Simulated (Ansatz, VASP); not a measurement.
## Two plane-wave programs on Hf

```xyz
1
Lattice="-1.7648 1.7648 1.7648 1.7648 -1.7648 1.7648 1.7648 1.7648 -1.7648" Properties=species:S:1:pos:R:3 pbc="T T T"
Hf    0.0000    0.0000    0.0000
```

Alike in both runs: functional PBE; dispersion D3(BJ); k mesh 9 × 9 × 9; occupations fermi-dirac, width 0.3 eV; no spin polarisation.

Ansatz relaxed the structure, and its values are those at the end. VASP's run is a single point on that final structure, the one shown.

|  | VASP | Ansatz |
| --- | --- | --- |
| version | VASP 6.6.1 | Ansatz 0.2.0 |
| potentials or method | VASP PAW PBE potentials, release 64 (Hf_pv) | plane waves, PAW |
| plane-wave cutoff (eV) | 520 | 420 |
| valence electrons in the cell | 10 | 26 |

Ansatz gave:

| Item | Value |
| --- | --- |
| pressure (GPa) | 0.0 |

Task: Which values does VASP return?

Result: Pressure (GPa): -0.4.

VASP's potentials hold 10 valence electrons a cell and Ansatz's 26, so a difference there can come from the potentials and not from the codes. Ansatz's warnings: stress scf threshold loose.

Neither program's run includes spin-orbit coupling.
